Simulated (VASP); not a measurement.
A run of VASP 6.6.1 is set up as follows.

The input INCAR:

```
SYSTEM = Al
PREC     = Accurate       ! precision mode
ENCUT    = 600            ! plane-wave cutoff, eV
EDIFF    = 1E-6           ! SCF threshold, eV
ISMEAR   = -1             ! smearing method
SIGMA    = 0.05           ! smearing width, eV
LREAL    = .FALSE.        ! projectors in reciprocal space
LASPH    = .TRUE.         ! aspherical terms in the spheres
NELM     = 100            ! most SCF steps
ALGO     = Normal         ! electronic algorithm
ISIF     = 3              ! what is computed and relaxed
LWAVE    = .FALSE.        ! write WAVECAR
LCHARG   = .FALSE.        ! write CHGCAR
GGA      = PS             ! functional
IBRION   = 2              ! ionic algorithm
NSW      = 60             ! ionic steps
EDIFFG   = -0.01          ! ionic threshold
```

Contents of KPOINTS:

```
Automatic mesh
0
G
  12 12 12
  0 0 0
```

File POSCAR:

```
Al
1.0
   -1.5912186900      1.5912186900      1.5912186900
    1.5912186900     -1.5912186900      1.5912186900
    1.5912186900      1.5912186900     -1.5912186900
Al
1
Direct
    0.0000000000      0.0000000000      0.0000000000
```

Potentials or basis: VASP PAW PBE potentials, release 64 (Al).

Run with:

```console
$ cat potpaw_PBE.64/Al/POTCAR > POTCAR
$ mpirun -np 1 vasp_std > vasp.out
```

Q: Predict the relaxed cell.

A: a = 2.784 Å, b = 2.784 Å, c = 2.784 Å, α = 109.47°, β = 109.47°, γ = 109.47°.

Q: Estimate the space group after relaxing (to 0.05 Å).

A: Im-3m (No. 229).

The path:
```
step  energy change (eV)  largest force (eV/Å)  pressure (GPa)  volume (Å³)
   1              0.0000                0.0000            2.32        16.12
   2             -0.0034                0.0000           -0.27        16.67
   3             -0.0034                0.0000            0.00        16.60
```

Caveat: the PAW data sets were made with another functional, which shifts forces and pressure a little.
